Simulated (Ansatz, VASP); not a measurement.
## Al2Cu: VASP beside Ansatz

```
Al Cu
1.0
    -2.99590    2.99590    2.34365
     2.99590   -2.99590    2.34365
     2.99590    2.99590   -2.34365
Al Cu
4 2
Direct
  0.15872 0.65872 0.81744
  0.65872 0.84128 0.50000
  0.84128 0.34128 0.18256
  0.34128 0.15872 0.50000
  0.75000 0.75000 0.00000
  0.25000 0.25000 0.00000
```

Alike in both runs: task single point; functional PBE; k mesh 10 × 10 × 10; occupations gaussian, width 0.15 eV; no spin polarisation.

```csv
,VASP,Ansatz
version,VASP 6.6.1,Ansatz 0.2.0
potentials or method,"VASP PAW PBE potentials, release 64 (Al, Cu), cutoff 520 eV","scalar-relativistic, plane waves, PAW"
valence electrons in the cell,34,50
```

Ansatz gave:

| Property | Result |
| --- | --- |
| gap on the k mesh at the Fermi level (eV) | none |
| pressure (GPa) | 7.1 |
| traceless stress, the component that is largest in VASP (GPa) | 3.33 |
| rms of the force components (eV/Å) | 0.066 |

Task: What did VASP give for the same quantities?

Result: gap on the k mesh at the Fermi level (eV): none; pressure (GPa): 7.3; traceless stress, the component that is largest in VASP (GPa): 3.35; rms of the force components (eV/Å): 0.068.

Atom by atom the forces differ by 0.001 eV/Å (rms over components). A gap of «none» marks a metal or a gap that the smearing closes. VASP's potentials hold 34 valence electrons a cell and Ansatz's 50, so a difference there can come from the potentials and not from the codes.
